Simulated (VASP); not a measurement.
Crystal: SnSe.

```xyz
4
Lattice="4.2193 0.0000 0.0000 0.0000 4.2193 0.0000 0.0000 0.0000 5.9930" Properties=species:S:1:pos:R:3 pbc="T T T"
Sn    2.1097    0.0000    1.4988
Sn    0.0000    2.1097    4.4942
Se    2.1097    0.0000    4.4942
Se    0.0000    2.1097    1.4989
```

Base run:

- Program: VASP 6.6.1
- Functional: PBE
- Potentials or basis: VASP PAW PBE potentials, release 64 (Sn_d, Se)
- Cutoff: 500 eV
- k mesh: 4 × 4 × 4
- Occupations: gaussian, width 0.01 eV
- Spin: no spin polarisation

Its results: band gap on the k mesh 0.68 eV; pressure 1.6 GPa.

Question: The run is repeated on the same cell with these changes: functional from PBE to PBEsol. What comes out?

Answer: Band gap on the k mesh 0.73 eV; pressure -1.4 GPa.

PBEsol binds more tightly than PBE, so the same cell stands under less pressure.

Caveats: semilocal functionals underestimate gaps, and a narrow one can read as zero; spin-orbit coupling is left out, which moves the levels of the heavy elements; the PAW data sets were made with another functional, which shifts forces and pressure a little (at least some runs).

A k mesh can miss the band edges.
